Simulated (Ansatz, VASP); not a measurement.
## CuI in VASP and in Ansatz

```
CELL_PARAMETERS angstrom
0.00000 3.06247 3.06247
3.06247 0.00000 3.06247
3.06247 3.06247 0.00000
ATOMIC_POSITIONS crystal
Cu 0.75000 0.75000 0.75000
I 0.00000 0.00000 0.00000
```

Alike in both runs: task single point; functional PBE; k mesh 6 × 6 × 6; occupations gaussian, width 0.05 eV; no spin polarisation.

|  | VASP | Ansatz |
| --- | --- | --- |
| version | VASP 6.6.1 | Ansatz 0.2.0 |
| potentials or method | VASP PAW PBE potentials, release 64 (Cu, I), cutoff 600 eV | scalar-relativistic, plane waves, PAW |
| valence electrons in the cell | 18 | 36 |

VASP gave:

| Property | Result |
| --- | --- |
| gap on the k mesh at the Fermi level (eV) | 1.07 |
| least direct gap on the mesh (eV) | 1.07 |
| pressure (GPa) | -0.4 |

Task: Which values does Ansatz return?

Result: gap on the k mesh at the Fermi level (eV): 1.04; least direct gap on the mesh (eV): 1.04; pressure (GPa): -0.8.

The functional is the same, so the differences come from potentials, cutoffs and numerics. VASP's potentials hold 18 valence electrons a cell and Ansatz's 36, so a difference there can come from the potentials and not from the codes.

Spin-orbit coupling is off throughout.
